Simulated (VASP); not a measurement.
# Mo (Im-3m) in VASP: a series of runs, part 2 of 2

VASP 6.6.1. Earlier steps stand in the parts before.

### 3 Relaxation of cell and atoms, LDA

Input file INCAR:

```
PREC     = Accurate       # precision mode
ENCUT    = 500            # plane-wave cutoff, eV
EDIFF    = 1E-7           # SCF threshold, eV
ISMEAR   = -1             # smearing method
SIGMA    = 0.15           # smearing width, eV
LREAL    = False          # projectors in reciprocal space
LASPH    = True           # aspherical terms in the spheres
NELM     = 120            # most SCF steps
ALGO     = Normal         # electronic algorithm
ISIF     = 3              # what is computed and relaxed
LWAVE    = False          # write WAVECAR
LCHARG   = False          # write CHGCAR
GGA      = CA             # functional
IBRION   = 2              # ionic algorithm
NSW      = 80             # ionic steps
EDIFFG   = -0.001         # ionic threshold
GGA_COMPAT= False        
NELMIN   = 4
```

Input file KPOINTS:

```
Automatic mesh
0
Gamma
  16 16 16
```

Input file POSCAR:

```
Mo
1.0
   -1.5554689568      1.5554689568      1.5554689568
    1.5554689568     -1.5554689568      1.5554689568
    1.5554689568      1.5554689568     -1.5554689568
Mo
1
Direct
    0.0000000000      0.0000000000      0.0000000000
```

Potentials or basis: VASP PAW LDA potentials, release 64 (Mo_sv).

On the command line:

```sh
cat potpaw_LDA.64/Mo_sv/POTCAR > POTCAR
mpirun -np 1 vasp_std > vasp.out
```

OUTCAR:

```text
PREC = Accurate
   ENCUT = 500
   EDIFF = 1E-7
   ISMEAR = -1
   LREAL = False
   LASPH = True
   NELM = 120
   ISIF = 3
   GGA = CA
   IBRION = 2
   NSW = 80
   EDIFFG = -0.001
   NELMIN = 4

 ion  position               nearest neighbor table
   1  0.000  0.000  0.000-

  LATTYP: Found a body centered cubic cell.
 ALAT       =     3.1109379136

  Lattice vectors:

 A1 = (  -1.5554689568,   1.5554689568,   1.5554689568)
 A2 = (   1.5554689568,  -1.5554689568,   1.5554689568)
 A3 = (   1.5554689568,   1.5554689568,  -1.5554689568)

Analysis of symmetry for initial positions (statically):
=====================================================================
 Subroutine PRICEL returns:
 Original cell was already a primitive cell.

 Routine SETGRP: Setting up the symmetry group for a
 body centered cubic supercell.

 Subroutine GETGRP returns: Found 48 space group operations
 (whereof 48 operations were pure point group operations)
 out of a pool of 48 trial point group operations.

The static configuration has the point symmetry O_h .

Analysis of symmetry for dynamics (positions and initial velocities):
=====================================================================
 Subroutine PRICEL returns:
 Original cell was already a primitive cell.

 Routine SETGRP: Setting up the symmetry group for a
 body centered cubic supercell.

 Subroutine GETGRP returns: Found 48 space group operations
 (whereof 48 operations were pure point group operations)
 out of a pool of 48 trial point group operations.

The dynamic configuration has the point symmetry O_h .

 Subroutine INISYM returns: Found 48 space group operations
 (whereof 48 operations are pure point group operations),
 and found     1 'primitive' translations

----------------------------------------------------------------------------------------

                                     Primitive cell

  volume of cell :      15.0537

  direct lattice vectors                    reciprocal lattice vectors
    -1.555468957  1.555468957  1.555468957     0.000000000  0.321446467  0.321446467
     1.555468957 -1.555468957  1.555468957     0.321446467  0.000000000  0.321446467
     1.555468957  1.555468957 -1.555468957     0.321446467  0.321446467  0.000000000

  length of vectors
     2.694151263  2.694151263  2.694151263     0.454593953  0.454593953  0.454593953

  position of ions in fractional coordinates (direct lattice)
     0.000000000  0.000000000  0.000000000

  ion indices of the primitive-cell ions
   primitive index   ion index
                 1           1

----------------------------------------------------------------------------------------

 KPOINTS: Automatic mesh

Automatic generation of k-mesh.
 Grid dimensions read from file:
 generate k-points for:   16   16   16

 Generating k-lattice:

  Cartesian coordinates                     Fractional coordinates (reciprocal lattice)
     0.000000000  0.020090404  0.020090404     0.062500000  0.000000000  0.000000000
     0.020090404  0.000000000  0.020090404     0.000000000  0.062500000  0.000000000
     0.020090404  0.020090404  0.000000000     0.000000000  0.000000000  0.062500000

[... 45 lines left out ...]
   NGXF,Y,Z  is equivalent  to a cutoff of  24.68, 24.68, 24.68 a.u.
 SYSTEM =  unknown system
   PREC   = accura    normal or accurate (medium, high low for compatibility)
   ISTART =      0    job   : 0-new  1-cont  2-samecut
   ICHARG =      2    charge: 1-file 2-atom 10-const
   ISPIN  =      1    spin polarized calculation?
   LNONCOLLINEAR =      F non collinear calculations
   LSORBIT =      F    spin-orbit coupling
   LASPH  =      T    aspherical Exc in radial PAW
   ENCUT  =  500.0 eV  36.75 Ry    6.06 a.u.   4.91  4.91  4.91*2*pi/ulx,y,z
   NELM   =    120;   NELMIN=  4; NELMDL= -5     # of ELM steps
   EDIFF  = 0.1E-06   stopping-criterion for ELM
   LREAL  =      F    real-space projection
   EDIFFG = -.1E-02   stopping-criterion for IOM
   NSW    =     80    number of steps for IOM
   IBRION =      2    ionic relax: 0-MD 1-quasi-New 2-CG
   NFREE  =      1    steps in history (QN), initial steepest desc. (CG)
   ISIF   =      3    stress and relaxation
   ISYM   =      2    0-nonsym 1-usesym 2-fastsym
   POTIM  = 0.5000    time-step for ionic-motion
   TEBEG  =    0.0;   TEEND  =   0.0 temperature during run
   PSTRESS=    0.0 pullay stress
   NELECT =      14.0000    total number of electrons
   NUPDOWN=      -1.0000    fix difference up-down
   EMIN   =  10.00;   EMAX   =-10.00  energy-range for DOS
   EFERMI =   0.00;   METHOD = LEGACY
   ISMEAR =    -1;   SIGMA  =   0.15  broadening in eV -4-tet -1-fermi 0-gaus
   EFERMI_NEDOS =   21; number of points for ismear=-14 and -15
   IALGO  =     38    algorithm
   IMIX   =      4    mixing-type and parameters
     AMIX     =   0.40;   BMIX     =  1.00
     AMIX_MAG =   1.60;   BMIX_MAG =  1.00
  volume/ion in A,a.u.               =      15.05       101.59
  Fermi-wavevector in a.u.,A,eV,Ry     =   1.597973  3.019732 34.742727  2.553518
  Thomas-Fermi vector in A             =   2.695496
   LORBIT       =      0    0 simple, 1 ext, 2 COOP (PROOUT), +10 PAW based schemes
   GGA     = CA    functional components
   LHFCALC =     F    Hartree Fock is set to
   AEXX    =    0.0000 exact exchange contribution
   IVDW    =     0    specifies the selected vdW correction
   LEPSILON=     F    determine dielectric tensor
   LRPA    =     F    only Hartree local field effects (RPA)
 conjugate gradient relaxation of ions
 non-spin polarized calculation
  energy-cutoff  :      500.00
  volume of cell :       15.05
 maximum number of plane-waves:       394
   NGX =  9   NGY =  9   NGZ =  9

--------------------------------------- Ionic step        1  -------------------------------------------

 number of electron      13.9999996 magnetization

 Free energy of the ion-electron system (eV)
  ---------------------------------------------------
  ext. energy  EPLUGINS =         0.00000000
  ---------------------------------------------------
  free energy    TOTEN  =       -12.15669167 eV

  energy without entropy =      -12.11142930  energy(sigma->0) =      -12.13406049

------------------------ aborting loop because EDIFF is reached ----------------------------------------

  FORCE on cell =-STRESS in cart. coord.  units (eV):
  Direction    XX          YY          ZZ          XY          YZ          ZX
  --------------------------------------------------------------------------------------
  -------------------------------------------------------------------------------------
  Total        0.1250280      0.1250280      0.1250280     -0.0000000     -0.0000000      0.0000000
  in kB       13.3068071     13.3068071     13.3068071     -0.0000000     -0.0000000      0.0000000
  external PRESSURE =      13.3068071 kB  Pullay stress =       0.0000000 kB
[... 57 lines left out ...]
--------------------------------------- Ionic step        3  -------------------------------------------

 number of electron      13.9999996 magnetization

 Free energy of the ion-electron system (eV)
  ---------------------------------------------------
  ext. energy  EPLUGINS =         0.00000000
  ---------------------------------------------------
  free energy    TOTEN  =       -12.15697856 eV

  energy without entropy =      -12.11151513  energy(sigma->0) =      -12.13424685

 E-fermi :  12.9995     XC(G=0): -13.7881

 val. band max:       12.9892387918   @ k =  -0.1875   0.1875   0.0625
 cond. band min:      13.0263938551   @ k =  -0.1250   0.1250   0.1250
 fundamental gap:      0.0371550633
 Fermi energy:        12.9995037097

 k-point     1 :       0.0000    0.0000    0.0000
  band No.  band energies     occupation
      1     -47.9266      2.00000
      2     -21.2858      2.00000
      3     -21.2858      2.00000
      4     -21.2858      2.00000
      5       5.6765      2.00000
      6      11.5732      1.99985
      7      11.5732      1.99985
      8      11.5732      1.99985
      9      14.6994      0.00002
     10      14.6994      0.00002
     11      27.8800      0.00000
[... 309 lines left out ...]
 k-point    24 :       0.2500    0.1875   -0.0000
  band No.  band energies     occupation
      1     -47.6530      2.00000
      2     -22.5244      2.00000
      3     -21.7992      2.00000
      4     -21.4234      2.00000
      5       8.7002      2.00000
      6       9.9592      2.00000
      7      11.1897      1.99999
      8      14.1186      0.00115
      9      15.5220      0.00000
     10      17.8864      0.00000
     11      26.5460      0.00000

 [... further k-points ...]

------------------------ aborting loop because EDIFF is reached ----------------------------------------

  FORCE on cell =-STRESS in cart. coord.  units (eV):
  Direction    XX          YY          ZZ          XY          YZ          ZX
  --------------------------------------------------------------------------------------
  -------------------------------------------------------------------------------------
  Total       -0.0004663     -0.0004663     -0.0004663      0.0000000     -0.0000000      0.0000000
  in kB       -0.0494001     -0.0494001     -0.0494001      0.0000000     -0.0000000      0.0000000
  external PRESSURE =      -0.0494001 kB  Pullay stress =       0.0000000 kB
[... 16 lines left out ...]
  FREE ENERGIE OF THE ION-ELECTRON SYSTEM (eV)
  ---------------------------------------------------
  free  energy   TOTEN  =       -12.1569785628 eV

  energy  without entropy=      -12.1115151325  energy(sigma->0) =      -12.13424685

 reached required accuracy - stopping structural energy minimisation
```

Run time: 27 s. Hardware: 1 thread of Intel Xeon Platinum 8488C (Sapphire Rapids), shared host; peak memory 0.14 GiB.

What came out:

```
Free energy                           : -12.1570 eV
Relaxed volume                        : 15.12 Å³/atom
Relaxed cell                          : a = 2.698 Å, b = 2.698 Å, c = 2.698 Å, α = 109.47°, β = 109.47°, γ = 109.47°
Space group after relaxing (to 0.1 Å) : Im-3m (No. 229)
Energy gained by relaxing             : 0.3 meV/atom
Ionic steps                           : 3
Pressure after relaxing               : 0.0 GPa
Band gap on the k mesh                : zero (bands 7 and 8 overlap by 5.64 eV)
```

The path:
| step | energy change (eV) | largest force (eV/Å) | pressure (GPa) | volume (Å³) |
| --- | --- | --- | --- | --- |
| 1 | 0.0000 | 0.0000 | 1.33 | 15.05 |
| 2 | 0.0022 | 0.0000 | -3.80 | 15.33 |
| 3 | -0.0003 | 0.0000 | 0.00 | 15.12 |

Final structure:
```
Mo
1.0
    -1.55785    1.55785    1.55785
     1.55785   -1.55785    1.55785
     1.55785    1.55785   -1.55785
Mo
1
Direct
  0.00000 0.00000 0.00000
```
